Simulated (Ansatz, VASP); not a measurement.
**Zr in VASP and in Ansatz**

```
Zr
1.0
     3.24458    0.00000    0.00000
    -1.62229    2.80989    0.00000
     0.00000    0.00000    5.15736
Zr
2
Direct
  0.33333 0.66667 0.25000
  0.66667 0.33333 0.75000
```

Alike in both runs: task single point; functional r2SCAN; k mesh 11 × 11 × 6; occupations gaussian, width 0.3 eV; no spin polarisation.

|  | VASP | Ansatz |
| --- | --- | --- |
| version | VASP 6.6.1 | Ansatz 0.2.0 |
| potentials or method | VASP PAW PBE potentials, release 64 (Zr_sv), cutoff 520 eV | plane waves (500 eV) with PAW, scalar-relativistic |
| valence electrons in the cell | 24 | 24 |

```tsv
	VASP	Ansatz	Ansatz less VASP
pressure (GPa)	0.0	0.0	+0.02
```

VASP's potentials were made for PBE, not for r2SCAN.
